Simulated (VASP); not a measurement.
# In15GaSbAs15 (P1) in VASP: single point with PBEsol

Aim: the single point of In15GaSbAs15 with PBEsol.

Everything below comes from runs of VASP 6.6.1. Logs are shortened: lines on timing, memory, paths and dates and some standing lists are left out, and cuts for length are marked.

### Step 1. The cell of the first run

The typed cell holds 64 atoms: a = 12.174 Å, b = 12.174 Å, c = 12.174 Å, α = 90.00°, β = 90.00°, γ = 90.00°.

### Step 2. Single point, PBEsol

Contents of INCAR:

```
ALGO = Normal
EDIFF = 1E-6
ENCUT = 500
GGA = PS
GGA_COMPAT = False
ISIF = 2
ISMEAR = -1
ISYM = -1
LASPH = True
LCHARG = False
LREAL = Auto
LWAVE = False
NBANDS = 326
NELM = 120
PREC = Accurate
SIGMA = 0.05
```

Contents of KPOINTS:

```
explicit points
1
Reciprocal
  0.25000000   0.25000000   0.25000000 1
```

Contents of POSCAR:

```
In15GaSbAs15
1.0
   12.1738645074      0.0000000000      0.0000000000
    0.0000000000     12.1738645074      0.0000000000
    0.0000000000      0.0000000000     12.1738645074
In As Ga Sb
30 30 2 2
Direct
    0.9999570000      0.0006500000      0.0003870000
    0.0007350000      0.9978450000      0.5006040000
    0.0006840000      0.5008420000      0.9976280000
    0.0036340000      0.5023020000      0.5020520000
    0.5004710000      0.9997530000      0.9994820000
    0.4974590000      0.9975080000      0.4995840000
    0.4974350000      0.4999270000      0.9972370000
    0.5101620000      0.5012720000      0.5010360000
    0.2497420000      0.2517900000      0.9968760000
    0.2445320000      0.2461890000      0.4958060000
    0.2495290000      0.7489110000      0.9986030000
    0.7511860000      0.2503690000      0.0007960000
    0.7516060000      0.2485690000      0.5004220000
    0.7502810000      0.7504670000      0.9992390000
    0.7514020000      0.7511250000      0.5001150000
    0.2498470000      0.9971550000      0.2515530000
    0.2496150000      0.9987210000      0.7483180000
    0.2445970000      0.4959630000      0.2456990000
    0.7512770000      0.0010190000      0.2499080000
    0.7504780000      0.9995510000      0.7500900000
    0.7517670000      0.5006690000      0.2482810000
    0.7515300000      0.5003190000      0.7506130000
    0.9984100000      0.2486040000      0.2485440000
    0.0022500000      0.2530760000      0.7505920000
    0.0022290000      0.7506410000      0.2529340000
    0.0012750000      0.7503600000      0.7503680000
    0.5001280000      0.2498380000      0.2496450000
    0.5041340000      0.2445900000      0.7569220000
    0.5040880000      0.7568880000      0.2445220000
    0.4946740000      0.7481580000      0.7479890000
    0.1259450000      0.1249440000      0.1247050000
    0.1229940000      0.1239090000      0.6253470000
    0.1230040000      0.6256410000      0.1236290000
    0.1324350000      0.6281230000      0.6278730000
    0.6254080000      0.1248070000      0.1245340000
    0.6243600000      0.1227060000      0.6243140000
    0.6243950000      0.6245300000      0.1224800000
    0.6286180000      0.6278110000      0.6274970000
    0.3748370000      0.3740700000      0.1238270000
    0.3739230000      0.8759920000      0.1216750000
    0.3675750000      0.8699490000      0.6197560000
    0.8766320000      0.3754880000      0.1232890000
    0.8761340000      0.3760620000      0.6245870000
    0.8761880000      0.8746300000      0.1259650000
    0.8756160000      0.8745280000      0.6256120000
    0.3747170000      0.1242020000      0.3739670000
    0.3737170000      0.1217810000      0.8757590000
    0.3674610000      0.6201330000      0.8698690000
    0.8764970000      0.1234390000      0.3753160000
    0.8760730000      0.1262700000      0.8745060000
    0.8760370000      0.6248980000      0.3759700000
    0.8753980000      0.6257990000      0.8743980000
    0.1209750000      0.3734340000      0.3731050000
    0.1300680000      0.3835840000      0.8693000000
    0.1300930000      0.8695510000      0.3832400000
    0.1247530000      0.8757880000      0.8754550000
    0.6282000000      0.3735680000      0.3732510000
    0.6270310000      0.3753380000      0.8763980000
    0.6269960000      0.8767250000      0.3749320000
    0.6227850000      0.8732840000      0.8729380000
    0.2438140000      0.7529520000      0.5083110000
    0.2439640000      0.5086150000      0.7526400000
    0.3694520000      0.3797790000      0.6327720000
    0.3692620000      0.6328940000      0.3796020000
```

Potentials or basis: VASP PAW PBE potentials, release 64 (In_d, As, Ga_d, Sb).

Launch:

```
cat potpaw_PBE.64/In_d/POTCAR potpaw_PBE.64/As/POTCAR potpaw_PBE.64/Ga_d/POTCAR potpaw_PBE.64/Sb/POTCAR > POTCAR
mpirun -np 1 vasp_std > vasp.out
```

OUTCAR:

```text
EDIFF = 1E-6
   ENCUT = 500
   GGA = PS
   ISIF = 2
   ISMEAR = -1
   ISYM = -1
   LASPH = True
   LREAL = Auto
   NELM = 120
   PREC = Accurate

 ion  position               nearest neighbor table
   1  1.000  0.001  0.000-  56 2.63  31 2.63  44 2.64  50 2.64
   2  0.001  0.998  0.501-  32 2.62  45 2.62  49 2.64  55 2.64
   3  0.001  0.501  0.998-  33 2.62  52 2.63  42 2.64  54 2.64
   4  0.004  0.502  0.502-  53 2.64  51 2.65  43 2.65  34 2.67
   5  0.500  1.000  0.999-  40 2.62  47 2.62  35 2.64  60 2.64
   6  0.497  0.998  0.500-  46 2.64  59 2.64  36 2.65  41 2.66
[... 56 lines left out ...]
  63  0.369  0.380  0.633-  62 2.63  28 2.77   8 2.77  10 2.78
  64  0.369  0.633  0.380-  61 2.63  29 2.77   8 2.77  18 2.78

IMPORTANT INFORMATION: All symmetrisations will be switched off!
NOSYMM: (Re-)initialisation of all symmetry stuff for point group C_1.

----------------------------------------------------------------------------------------

                                     Primitive cell

  volume of cell :    1804.2030

  direct lattice vectors                    reciprocal lattice vectors
    12.173864507  0.000000000  0.000000000     0.082143185  0.000000000  0.000000000
     0.000000000 12.173864507  0.000000000     0.000000000  0.082143185  0.000000000
     0.000000000  0.000000000 12.173864507     0.000000000  0.000000000  0.082143185

  length of vectors
    12.173864507 12.173864507 12.173864507     0.082143185  0.082143185  0.082143185

  position of ions in fractional coordinates (direct lattice)
     0.999957000  0.000650000  0.000387000
     0.000735000  0.997845000  0.500604000
     0.000684000  0.500842000  0.997628000
     0.003634000  0.502302000  0.502052000
     0.500471000  0.999753000  0.999482000
     0.497459000  0.997508000  0.499584000
[... 56 lines left out ...]
     0.369452000  0.379779000  0.632772000
     0.369262000  0.632894000  0.379602000

  ion indices of the primitive-cell ions
   primitive index   ion index
                 1           1
                 2           2
                 3           3
                 4           4
                 5           5
                 6           6
[... 56 lines left out ...]
                63          63
                64          64

----------------------------------------------------------------------------------------

 KPOINTS: explicit points

Read explicit list of k-points.

 Found      1 k-points:

 Following reciprocal coordinates:
            Coordinates               Weight
  0.250000  0.250000  0.250000      1.000000
   k-points           NKPTS =      1   k-points in BZ     NKDIM =      1   number of bands    NBANDS=    326
   number of dos      NEDOS =    301   number of ions     NIONS =     64
   total plane-waves  NPLWV = 729000
   dimension x,y,z NGX =    90 NGY =   90 NGZ =   90
   dimension x,y,z NGXF=   180 NGYF=  180 NGZF=  180
   ions per type =              30  30   2   2
   NGX,Y,Z   is equivalent  to a cutoff of  12.29, 12.29, 12.29 a.u.
   NGXF,Y,Z  is equivalent  to a cutoff of  24.58, 24.58, 24.58 a.u.
 SYSTEM =  unknown system
   PREC   = accura    normal or accurate (medium, high low for compatibility)
   ISTART =      0    job   : 0-new  1-cont  2-samecut
   ICHARG =      2    charge: 1-file 2-atom 10-const
   ISPIN  =      1    spin polarized calculation?
   LNONCOLLINEAR =      F non collinear calculations
   LSORBIT =      F    spin-orbit coupling
   LASPH  =      T    aspherical Exc in radial PAW
   ENCUT  =  500.0 eV  36.75 Ry    6.06 a.u.  22.20 22.20 22.20*2*pi/ulx,y,z
   NELM   =    120;   NELMIN=  2; NELMDL= -5     # of ELM steps
   EDIFF  = 0.1E-05   stopping-criterion for ELM
   LREAL  =      T    real-space projection
   EDIFFG = 0.1E-04   stopping-criterion for IOM
   NSW    =      0    number of steps for IOM
   IBRION =     -1    ionic relax: 0-MD 1-quasi-New 2-CG
   NFREE  =      0    steps in history (QN), initial steepest desc. (CG)
   ISIF   =      2    stress and relaxation
   ISYM   =     -1    0-nonsym 1-usesym 2-fastsym
   POTIM  = 0.5000    time-step for ionic-motion
   TEBEG  =    0.0;   TEEND  =   0.0 temperature during run
   PSTRESS=    0.0 pullay stress
   NELECT =     576.0000    total number of electrons
   NUPDOWN=      -1.0000    fix difference up-down
   EMIN   =  10.00;   EMAX   =-10.00  energy-range for DOS
   EFERMI =   0.00;   METHOD = LEGACY
   ISMEAR =    -1;   SIGMA  =   0.05  broadening in eV -4-tet -1-fermi 0-gaus
   EFERMI_NEDOS =   21; number of points for ismear=-14 and -15
   IALGO  =     38    algorithm
   IMIX   =      4    mixing-type and parameters
     AMIX     =   0.40;   BMIX     =  1.00
     AMIX_MAG =   1.60;   BMIX_MAG =  1.00
  volume/ion in A,a.u.               =      28.19       190.24
  Fermi-wavevector in a.u.,A,eV,Ry     =   1.118889  2.114395 17.033320  1.251914
  Thomas-Fermi vector in A             =   2.255524
   LORBIT       =      0    0 simple, 1 ext, 2 COOP (PROOUT), +10 PAW based schemes
   GGA     = PS    functional components
   LHFCALC =     F    Hartree Fock is set to
   AEXX    =    0.0000 exact exchange contribution
   IVDW    =     0    specifies the selected vdW correction
   LEPSILON=     F    determine dielectric tensor
   LRPA    =     F    only Hartree local field effects (RPA)
 non-spin polarized calculation
  energy-cutoff  :      500.00
  volume of cell :     1804.20
 maximum number of plane-waves:     45806
 NGX is ok and might be reduce to    90
   NGX = 45   NGY = 45   NGZ = 45

 number of electron     575.9999918 magnetization

 Free energy of the ion-electron system (eV)
  ---------------------------------------------------
  ext. energy  EPLUGINS =         0.00000000
  ---------------------------------------------------
  free energy    TOTEN  =      -270.76268062 eV

  energy without entropy =     -270.76254772  energy(sigma->0) =     -270.76261417

 E-fermi :   4.5869     XC(G=0):  -9.2073

 val. band max:        4.0802095715   @ k =   0.2500   0.2500   0.2500
 cond. band min:       5.0804355845   @ k =   0.2500   0.2500   0.2500
 fundamental gap:      1.0002260131
 Fermi energy:         4.5869440311

 k-point     1 :       0.2500    0.2500    0.2500
  band No.  band energies     occupation
      1     -10.5590      2.00000
      2     -10.5512      2.00000
      3     -10.5466      2.00000
      4     -10.5353      2.00000
      5     -10.5331      2.00000
      6     -10.5100      2.00000
[... 292 lines left out ...]
    299       6.0968      0.00000
    300       6.2473      0.00000
 [bands above 300 left out]

------------------------ aborting loop because EDIFF is reached ----------------------------------------

  FORCE on cell =-STRESS in cart. coord.  units (eV):
  Direction    XX          YY          ZZ          XY          YZ          ZX
  --------------------------------------------------------------------------------------
  -------------------------------------------------------------------------------------
  Total        0.9648081      0.9240297      0.9346814     -5.7468273     -5.1803536     -5.7681585
  in kB        0.8567737      0.8205615      0.8300205     -5.1033263     -4.6002835     -5.1222690
  external PRESSURE =       0.8357852 kB  Pullay stress =       0.0000000 kB

 VOLUME and BASIS-vectors are now :
 -----------------------------------------------------------------------------
  energy-cutoff  :      500.00
  volume of cell :     1804.20
      direct lattice vectors                 reciprocal lattice vectors
    12.173864507  0.000000000  0.000000000     0.082143185  0.000000000  0.000000000
     0.000000000 12.173864507  0.000000000     0.000000000  0.082143185  0.000000000
     0.000000000  0.000000000 12.173864507     0.000000000  0.000000000  0.082143185

 POSITION                                       TOTAL-FORCE (eV/Angst)
 -----------------------------------------------------------------------------------
     12.17334      0.00791      0.00471         0.002975     -0.008428     -0.003300
      0.00895     12.14763      6.09429        -0.004215     -0.003906      0.005486
      0.00833      6.09718     12.14499        -0.002693      0.009949     -0.001539
      0.04424      6.11496      6.11191         0.014090      0.020463      0.017914
      6.09267     12.17086     12.16756        -0.002496      0.003293      0.008139
      6.05600     12.14353      6.08187        -0.007024      0.001924      0.002204
[... 56 lines left out ...]
      4.49766      4.62338      7.70328        -0.002473      0.000339     -0.009778
      4.49535      7.70477      4.62122         0.000435     -0.014779      0.004022
 -----------------------------------------------------------------------------------
    total drift:                                0.003539      0.006432      0.001363

  FREE ENERGIE OF THE ION-ELECTRON SYSTEM (eV)
  ---------------------------------------------------
  free  energy   TOTEN  =      -270.7626806221 eV

  energy  without entropy=     -270.7625477216  energy(sigma->0) =     -270.76261417
```

Wall time 21 min (1 thread of Intel Xeon Platinum 8488C (Sapphire Rapids), shared host); peak memory 1.5 GiB.

Results:

- Free energy: -270.7627 eV
- Pressure: 0.1 GPa
- Largest force: 0.031 eV/Å
- Band gap on the k mesh: 1.00 eV

Forces in eV/Å, atoms in the order of the input:
```
In   0.003 -0.008 -0.003
In  -0.004 -0.004  0.005
In  -0.003  0.010 -0.002
In   0.014  0.020  0.018
In  -0.002  0.003  0.008
In  -0.007  0.002  0.002
In  -0.003  0.001  0.000
In  -0.016  0.013  0.009
In   0.004  0.002  0.005
In   0.006  0.012 -0.005
In   0.005 -0.007  0.003
In   0.004 -0.003  0.007
In  -0.003  0.010 -0.006
In   0.002 -0.002  0.000
In   0.000 -0.001 -0.009
In   0.003  0.005  0.003
In   0.000  0.003  0.001
In   0.005 -0.006  0.012
In   0.001 -0.001  0.002
In  -0.002 -0.003 -0.001
In  -0.006 -0.001  0.011
In  -0.002 -0.008  0.001
In  -0.001  0.001 -0.002
In  -0.002  0.002 -0.010
In   0.000 -0.005 -0.002
In   0.004 -0.005 -0.009
In   0.004  0.003  0.002
In   0.010  0.000  0.000
In   0.012  0.004 -0.005
In  -0.005 -0.009 -0.006
As   0.000 -0.003 -0.001
As   0.000 -0.001  0.000
As   0.000 -0.002 -0.003
As   0.009 -0.008 -0.006
As  -0.002 -0.004 -0.005
As   0.005 -0.002  0.005
As   0.005  0.005 -0.001
As  -0.003 -0.005 -0.004
As  -0.006  0.002 -0.006
As  -0.001  0.000  0.006
As  -0.001 -0.009  0.000
As  -0.003 -0.006  0.003
As   0.000 -0.004  0.002
As  -0.004 -0.001 -0.005
As   0.001  0.002  0.000
As  -0.001 -0.007 -0.003
As   0.000  0.007 -0.002
As  -0.001  0.002 -0.011
As  -0.003  0.003 -0.002
As  -0.002 -0.003  0.000
As  -0.003  0.000 -0.002
As   0.003 -0.002 -0.001
As   0.009  0.000 -0.001
As   0.007  0.009 -0.012
As   0.002 -0.009  0.009
As   0.000  0.003  0.001
As   0.005 -0.002 -0.004
As  -0.006  0.001 -0.003
As  -0.004 -0.002 -0.001
As  -0.002  0.007  0.001
Ga  -0.010  0.012  0.004
Ga  -0.014  0.001  0.015
Sb  -0.002  0.000 -0.010
Sb   0.000 -0.015  0.004
```

Levels at points of the mesh, in eV from the valence-band top:
```
           k point  band 286  band 287  band 288  band 289  band 290  band 291
(0.25, 0.25, 0.25)     -0.39     -0.04      0.00      1.00      1.10      1.83
```

Caveat: the PAW data sets were made with another functional, which shifts forces and pressure a little; spin-orbit coupling is left out, which moves the levels of the heavy elements; a shifted mesh leaves out Γ, where band edges can lie. A k mesh can miss the band edges.
